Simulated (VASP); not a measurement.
# Mg6F (Pm-3m) in VASP: notebook

The runs below take Mg6F through single point, relaxation of cell and atoms, with PBE.

Everything below comes from runs of VASP 6.6.1. Logs are shortened: lines on timing, memory, paths and dates and some standing lists are left out, and cuts for length are marked.

## 1. The cell of the first run

The structure is cubic, space group Pm-3m (No. 221). The conventional cell has a = 7.327 Å, b = 7.327 Å, c = 7.327 Å, α = 90.00°, β = 90.00°, γ = 90.00°. Within 3.8 Å of Mg (site symmetry 4mm) lie 5 Mg at 2.91 to 3.12 Å.

## 2. Single point, PBE

The input, INCAR:

```
SYSTEM = Mg6F
PREC = Accurate
ENCUT = 520
EDIFF = 1E-7
ISMEAR = 0
SIGMA = 0.1
LREAL = .FALSE.
LASPH = .TRUE.
NELM = 60
ALGO = Normal
ISIF = 2
LWAVE = .FALSE.
LCHARG = .FALSE.
GGA = PE
NBANDS = 18
```

The input, KPOINTS:

```
Automatic mesh
0
G
  6 6 6
  0 0 0
```

The input, POSCAR:

```
Mg6F
1.0
    7.3269159756      0.0000000000      0.0000000000
    0.0000000000      7.3269159756      0.0000000000
    0.0000000000      0.0000000000      7.3269159756
Mg F
6 1
Direct
    0.5000000000      0.5000000000      0.1986887251
    0.5000000000      0.5000000000      0.8013112749
    0.1986887251      0.5000000000      0.5000000000
    0.8013112749      0.5000000000      0.5000000000
    0.5000000000      0.1986887251      0.5000000000
    0.5000000000      0.8013112749      0.5000000000
    0.0000000000      0.0000000000      0.0000000000
```

Potentials or basis: VASP PAW PBE potentials, release 64 (Mg, F).

Run with:

```sh
$ cat potpaw_PBE.64/Mg/POTCAR potpaw_PBE.64/F/POTCAR > POTCAR
$ mpirun -np 1 vasp_std > vasp.out
```

OUTCAR:

```text
SYSTEM = Mg6F
   PREC = Accurate
   ENCUT = 520
   EDIFF = 1E-7
   ISMEAR = 0
   LREAL = .FALSE.
   LASPH = .TRUE.
   NELM = 60
   ISIF = 2
   GGA = PE

 ion  position               nearest neighbor table
   1  0.500  0.500  0.199-   2 2.91   3 3.12   4 3.12   5 3.12   6 3.12
   2  0.500  0.500  0.801-   1 2.91   3 3.12   4 3.12   5 3.12   6 3.12
   3  0.199  0.500  0.500-   4 2.91   2 3.12   1 3.12   5 3.12   6 3.12
   4  0.801  0.500  0.500-   3 2.91   2 3.12   1 3.12   5 3.12   6 3.12
   5  0.500  0.199  0.500-   6 2.91   2 3.12   3 3.12   4 3.12   1 3.12
   6  0.500  0.801  0.500-   5 2.91   2 3.12   3 3.12   4 3.12   1 3.12
   7  0.000  0.000  0.000-

  LATTYP: Found a simple cubic cell.
 ALAT       =     7.3269159756

  Lattice vectors:

 A1 = (   7.3269159756,   0.0000000000,   0.0000000000)
 A2 = (   0.0000000000,   7.3269159756,   0.0000000000)
 A3 = (   0.0000000000,   0.0000000000,   7.3269159756)

Analysis of symmetry for initial positions (statically):
=====================================================================
 Subroutine PRICEL returns:
 Original cell was already a primitive cell.

 Routine SETGRP: Setting up the symmetry group for a
 simple cubic supercell.

 Subroutine GETGRP returns: Found 48 space group operations
 (whereof 48 operations were pure point group operations)
 out of a pool of 48 trial point group operations.

The static configuration has the point symmetry O_h .

Analysis of symmetry for dynamics (positions and initial velocities):
=====================================================================
 Subroutine PRICEL returns:
 Original cell was already a primitive cell.

 Routine SETGRP: Setting up the symmetry group for a
 simple cubic supercell.

 Subroutine GETGRP returns: Found 48 space group operations
 (whereof 48 operations were pure point group operations)
 out of a pool of 48 trial point group operations.

The dynamic configuration has the point symmetry O_h .

 Subroutine INISYM returns: Found 48 space group operations
 (whereof 48 operations are pure point group operations),
 and found     1 'primitive' translations

----------------------------------------------------------------------------------------

[... 97 lines left out ...]
   EDIFF  = 0.1E-06   stopping-criterion for ELM
   LREAL  =      F    real-space projection
   EDIFFG = 0.1E-05   stopping-criterion for IOM
   NSW    =      0    number of steps for IOM
   IBRION =     -1    ionic relax: 0-MD 1-quasi-New 2-CG
   NFREE  =      0    steps in history (QN), initial steepest desc. (CG)
   ISIF   =      2    stress and relaxation
   ISYM   =      2    0-nonsym 1-usesym 2-fastsym
   POTIM  = 0.5000    time-step for ionic-motion
   TEBEG  =    0.0;   TEEND  =   0.0 temperature during run
   PSTRESS=    0.0 pullay stress
   NELECT =      19.0000    total number of electrons
   NUPDOWN=      -1.0000    fix difference up-down
   EMIN   =  10.00;   EMAX   =-10.00  energy-range for DOS
   EFERMI =   0.00;   METHOD = LEGACY
   ISMEAR =     0;   SIGMA  =   0.10  broadening in eV -4-tet -1-fermi 0-gaus
   EFERMI_NEDOS =   21; number of points for ismear=-14 and -15
   IALGO  =     38    algorithm
   IMIX   =      4    mixing-type and parameters
     AMIX     =   0.40;   BMIX     =  1.00
     AMIX_MAG =   1.60;   BMIX_MAG =  1.00
  volume/ion in A,a.u.               =      56.19       379.19
  Fermi-wavevector in a.u.,A,eV,Ry     =   0.596218  1.126688  4.836537  0.355475
  Thomas-Fermi vector in A             =   1.646479
   LORBIT       =      0    0 simple, 1 ext, 2 COOP (PROOUT), +10 PAW based schemes
   GGA     = PE    functional components
   LHFCALC =     F    Hartree Fock is set to
   AEXX    =    0.0000 exact exchange contribution
   IVDW    =     0    specifies the selected vdW correction
   LEPSILON=     F    determine dielectric tensor
   LRPA    =     F    only Hartree local field effects (RPA)
 non-spin polarized calculation
 Gauss-broadening in eV      SIGMA  =   0.10
  energy-cutoff  :      520.00
  volume of cell :      393.34
 maximum number of plane-waves:     10635
   NGX = 27   NGY = 27   NGZ = 27

 number of electron      18.9999988 magnetization

 Free energy of the ion-electron system (eV)
  ---------------------------------------------------
  ext. energy  EPLUGINS =         0.00000000
  ---------------------------------------------------
  free energy    TOTEN  =        -7.35252490 eV

  energy without entropy =       -7.34955050  energy(sigma->0) =       -7.35103770

 E-fermi :  -1.5690     XC(G=0):  -5.0259

 val. band max:       -1.7253438404   @ k =   0.1667   0.1667   0.1667
 cond. band min:      -1.4844550391   @ k =   0.5000   0.5000   0.0000
 fundamental gap:      0.2408888013
 Fermi energy:        -1.5689868163

 k-point     1 :       0.0000    0.0000    0.0000
  band No.  band energies     occupation
      1     -20.1710      2.00000
      2      -6.6830      2.00000
      3      -3.3920      2.00000
      4      -3.3920      2.00000
      5      -3.3920      2.00000
      6      -3.3160      2.00000
[... 397 lines left out ...]
      5      -4.5422      2.00000
      6      -1.8686      1.99998
[... 10 lines left out ...]
     17       1.1587      0.00000
     18       2.1643      0.00000

------------------------ aborting loop because EDIFF is reached ----------------------------------------

  FORCE on cell =-STRESS in cart. coord.  units (eV):
  Direction    XX          YY          ZZ          XY          YZ          ZX
  --------------------------------------------------------------------------------------
  -------------------------------------------------------------------------------------
  Total       -0.0906640     -0.0906640     -0.0906640     -0.0000000     -0.0000000      0.0000000
  in kB       -0.3693021     -0.3693021     -0.3693021     -0.0000000     -0.0000000      0.0000000
  external PRESSURE =      -0.3693021 kB  Pullay stress =       0.0000000 kB

 VOLUME and BASIS-vectors are now :
 -----------------------------------------------------------------------------
  energy-cutoff  :      520.00
  volume of cell :      393.34
      direct lattice vectors                 reciprocal lattice vectors
     7.326915976  0.000000000  0.000000000     0.136483072  0.000000000  0.000000000
     0.000000000  7.326915976  0.000000000     0.000000000  0.136483072  0.000000000
     0.000000000  0.000000000  7.326915976     0.000000000  0.000000000  0.136483072

 POSITION                                       TOTAL-FORCE (eV/Angst)
 -----------------------------------------------------------------------------------
      3.66346      3.66346      1.45578         0.000000     -0.000000      0.003376
      3.66346      3.66346      5.87114         0.000000     -0.000000     -0.003376
      1.45578      3.66346      3.66346         0.003376     -0.000000      0.000000
      5.87114      3.66346      3.66346        -0.003376     -0.000000      0.000000
      3.66346      1.45578      3.66346         0.000000      0.003376      0.000000
      3.66346      5.87114      3.66346         0.000000     -0.003376      0.000000
      0.00000      0.00000      0.00000         0.000000     -0.000000      0.000000
 -----------------------------------------------------------------------------------
    total drift:                                0.000000     -0.000000     -0.000000

  FREE ENERGIE OF THE ION-ELECTRON SYSTEM (eV)
  ---------------------------------------------------
  free  energy   TOTEN  =        -7.3525248966 eV

  energy  without entropy=       -7.3495504963  energy(sigma->0) =       -7.35103770
```

OSZICAR:

```text
N       E                     dE             d eps       ncg     rms          rms(c)
DAV:   1     0.688052790346E+02    0.68805E+02   -0.45972E+03   720   0.676E+02
DAV:   2     0.173097092314E+01   -0.67074E+02   -0.56641E+02  1184   0.103E+02
DAV:   3    -0.114591357045E+02   -0.13190E+02   -0.13096E+02   792   0.462E+01
[... 16 lines left out ...]
DAV:  20    -0.735252076992E+01    0.15621E-04   -0.69623E-05   796   0.195E-02    0.868E-03
DAV:  21    -0.735252488357E+01   -0.41136E-05   -0.30171E-06   816   0.113E-02    0.302E-03
DAV:  22    -0.735252544376E+01   -0.56020E-06   -0.57306E-07   888   0.244E-03    0.698E-03
DAV:  23    -0.735252485368E+01    0.59009E-06   -0.14394E-06   652   0.291E-03    0.112E-03
DAV:  24    -0.735252489658E+01   -0.42897E-07   -0.54285E-08   404   0.104E-03
   1 F= -.73525249E+01 E0= -.73510377E+01  d E =-.297440E-02
```

stdout:

```text
POSCAR found type information on POSCAR MgF
 POSCAR found :  2 types and       7 ions
 scaLAPACK will be used
 LDA part: xc-table for (Slater+PW92), standard interpolation
 POSCAR, INCAR and KPOINTS ok, starting setup
 FFT: planning ... GRIDC
 FFT: planning ... GRID_SOFT
 FFT: planning ... GRID
 WAVECAR not read
 entering main loop
```

It took 2.9 min on 1 thread of Intel Xeon Platinum 8375C at 2.90GHz (Ice Lake), shared host; peak memory 0.45 GiB.

What came out:

| Quantity | Value |
| --- | --- |
| Free energy | -7.3525 eV |
| Pressure | 0.0 GPa |
| Largest force | 0.003 eV/Å |

Forces on the atoms (eV/Å):
```
Mg   0.000  0.000  0.003
Mg   0.000  0.000 -0.003
Mg   0.003  0.000  0.000
Mg  -0.003  0.000  0.000
Mg   0.000  0.003  0.000
Mg   0.000 -0.003  0.000
F    0.000  0.000  0.000
```

Caveat: an odd number of electrons without spin polarisation forces a metal; a magnetic or distorted state may lie lower.

## 3. Relaxation of cell and atoms, PBE

This run uses another cell than the first one, of 58.00 Å³/atom, 1.032 times its volume.

The input, INCAR:

```
SYSTEM = Mg6F
PREC = Accurate ; ENCUT = 600
EDIFF = 1E-7 ; ISMEAR = 0
SIGMA = 0.1 ; LREAL = .FALSE.
LASPH = .TRUE. ; NELM = 60
ALGO = Normal ; ISIF = 3
LWAVE = .FALSE. ; LCHARG = .FALSE.
GGA = PE ; IBRION = 2
NSW = 100 ; EDIFFG = -0.01
```

KPOINTS is that of step 2.

The input, POSCAR:

```
Mg6F
1.0
    7.4048052007      0.0000000000      0.0000000000
    0.0000000000      7.4048052007      0.0000000000
    0.0000000000      0.0000000000      7.4048052007
Mg F
6 1
Direct
    0.5000000000      0.5000000000      0.1982904155
    0.5000000000      0.5000000000      0.8017095845
    0.1982904155      0.5000000000      0.5000000000
    0.8017095845      0.5000000000      0.5000000000
    0.5000000000      0.1982904155      0.5000000000
    0.5000000000      0.8017095845      0.5000000000
    0.0000000000      0.0000000000      0.0000000000
```

Potentials or basis: VASP PAW PBE potentials, release 64 (Mg, F).

Run with:

```sh
$ cat potpaw_PBE.64/Mg/POTCAR potpaw_PBE.64/F/POTCAR > POTCAR
$ mpirun -np 1 vasp_std > vasp.out
```

Wall time 12 min (1 thread of Intel Xeon Platinum 8375C at 2.90GHz (Ice Lake), shared host); peak memory 0.62 GiB.

It converged, with:

```yaml
Free_energy: -7.3555 eV
Relaxed_volume: 55.87 Å³/atom
Relaxed_cell: a = 7.313 Å, b = 7.313 Å, c = 7.313 Å, α = 90.00°, β = 90.00°, γ = 90.00°
Space_group_after_relaxing_to_0.05_Å: Pm-3m (No. 221)
Energy_gained_by_relaxing: 1.9 meV/atom
Ionic_steps: 7
Pressure_after_relaxing: 0.0 GPa
Largest_force_after_relaxing: 0.007 eV/Å
```

Forces in eV/Å, atoms in the order of the input:
```
Mg   0.000  0.000  0.007
Mg   0.000  0.000 -0.007
Mg   0.007  0.000  0.000
Mg  -0.007  0.000  0.000
Mg   0.000  0.007  0.000
Mg   0.000 -0.007  0.000
F    0.000  0.000  0.000
```

The path:
```csv
step,energy change (eV),largest force (eV/Å),pressure (GPa),volume (Å³)
1,0.0000,0.0450,-0.26,406.01
2,-0.0081,0.0202,-0.17,400.41
3,-0.0126,0.0085,-0.06,394.33
4,-0.0131,0.0222,0.00,391.60
5,-0.0131,0.0207,-0.01,391.89
6,-0.0132,0.0101,-0.01,391.58
7,-0.0132,0.0069,0.00,391.08
```

Final structure:
```cif
data_structure
_symmetry_space_group_name_H-M 'P 1'
_symmetry_Int_Tables_number 1
_cell_length_a 7.3129
_cell_length_b 7.3129
_cell_length_c 7.3129
_cell_angle_alpha 90.000
_cell_angle_beta 90.000
_cell_angle_gamma 90.000
_cell_volume 391.08
loop_
_atom_site_label
_atom_site_type_symbol
_atom_site_fract_x
_atom_site_fract_y
_atom_site_fract_z
_atom_site_occupancy
Mg1 Mg 0.50000 0.50000 0.19858 1
Mg2 Mg 0.50000 0.50000 0.80142 1
Mg3 Mg 0.19858 0.50000 0.50000 1
Mg4 Mg 0.80142 0.50000 0.50000 1
Mg5 Mg 0.50000 0.19858 0.50000 1
Mg6 Mg 0.50000 0.80142 0.50000 1
F1 F 0.00000 0.00000 0.00000 1
```

Levels at points of the mesh, in eV from the Fermi level:
| k point | band 6 | band 7 | band 8 | band 9 | band 10 | band 11 | band 12 | band 13 |
| --- | --- | --- | --- | --- | --- | --- | --- | --- |
| (0.00, 0.00, 0.00) | -1.74 | -1.74 | -0.79 | -0.21 | -0.21 | -0.21 | 1.39 | 1.39 |
| (0.50, 0.00, 0.00) | -1.72 | -1.10 | -0.23 | -0.23 | -0.19 | 0.71 | 0.71 | 0.79 |
| (0.50, 0.50, 0.00) | -1.37 | -0.22 | -0.21 | -0.21 | 0.08 | 0.72 | 0.72 | 0.90 |
| (0.50, 0.50, 0.50) | -0.30 | -0.30 | -0.30 | 0.23 | 0.23 | 0.23 | 1.03 | 1.03 |

Caveat: an odd number of electrons without spin polarisation forces a metal; a magnetic or distorted state may lie lower.

## 4. Single point, PBE, collinear spin, ferromagnetic start

This run uses another cell than the first one, of 58.00 Å³/atom, 1.032 times its volume.

The input, INCAR:

```
PREC = Accurate
ENCUT = 520
EDIFF = 1E-6
ISMEAR = 0
SIGMA = 0.1
LREAL = F
LASPH = T
NELM = 150
ALGO = Normal
ISIF = 2
LWAVE = F
LCHARG = F
ISPIN = 2
MAGMOM = 0 0 0 0 0 0 1
LORBIT = 11
GGA = PE
NBANDS = 22
```

The input, KPOINTS:

```
Automatic mesh
0
Gamma
  4 4 4
```

POSCAR is that of step 3.

Run with:

```sh
$ cat potpaw_PBE.64/Mg/POTCAR potpaw_PBE.64/F/POTCAR > POTCAR
$ mpirun -np 1 vasp_std > vasp.out
```

It took 5.6 min on 1 thread of Intel Xeon Platinum 8375C at 2.90GHz (Ice Lake), shared host; peak memory 0.61 GiB.

It converged, with:

| Quantity | Value |
| --- | --- |
| Free energy | -7.1320 eV |
| Pressure | 0.0 GPa |
| Net moment | 0.00 μB per cell |
| Valence electrons inside the program's atomic spheres | Mg 0.35; F 5.97 |

Levels at points of the mesh, in eV from the Fermi level:
Spin up:
```csv
k point,band 5,band 6,band 7,band 8,band 9,band 10,band 11,band 12,band 13,band 14
"(0.00, 0.00, 0.00)",-1.63,-1.57,-1.57,-0.60,-0.16,-0.16,-0.16,1.55,1.55,1.55
"(0.50, 0.00, 0.00)",-1.55,-1.55,-0.92,-0.17,-0.17,-0.14,0.89,0.89,0.94,1.58
"(0.50, 0.50, 0.00)",-1.47,-1.20,-0.16,-0.16,-0.16,0.29,0.90,0.90,1.04,1.04
"(0.50, 0.50, 0.50)",-2.77,-0.22,-0.22,-0.22,0.40,0.40,0.40,1.17,1.17,1.17
```
Spin down:
| k point | band 5 | band 6 | band 7 | band 8 | band 9 | band 10 | band 11 | band 12 | band 13 | band 14 |
| --- | --- | --- | --- | --- | --- | --- | --- | --- | --- | --- |
| (0.00, 0.00, 0.00) | -1.63 | -1.57 | -1.57 | -0.60 | -0.16 | -0.16 | -0.16 | 1.55 | 1.55 | 1.55 |
| (0.50, 0.00, 0.00) | -1.55 | -1.55 | -0.92 | -0.17 | -0.17 | -0.14 | 0.89 | 0.89 | 0.94 | 1.58 |
| (0.50, 0.50, 0.00) | -1.47 | -1.20 | -0.16 | -0.16 | -0.16 | 0.29 | 0.90 | 0.90 | 1.04 | 1.04 |
| (0.50, 0.50, 0.50) | -2.77 | -0.22 | -0.22 | -0.22 | 0.40 | 0.40 | 0.40 | 1.17 | 1.17 | 1.17 |

## 5. The runs side by side

```tsv
task	spin	cell	k mesh	cutoff (eV)	gap on the mesh (eV)	pressure (GPa)
single point	off	a = 7.327 Å, 7 atoms	6 × 6 × 6	520	none	0.0
relaxation of cell and atoms	off	relaxed from a = 7.405 Å, 7 atoms	6 × 6 × 6	600	none	0.0
single point	collinear, ferromagnetic start	a = 7.405 Å, 7 atoms	4 × 4 × 4	520	none	0.0
```

Alike in all rows: level PBE; potentials or basis VASP PAW PBE potentials, release 64 (Mg, F); smearing gaussian 0.1 eV.

Caveats: an odd number of electrons without spin polarisation forces a metal (some runs); a magnetic or distorted state may lie lower (some runs).

Absolute energies hang on the potentials; compare differences alone.
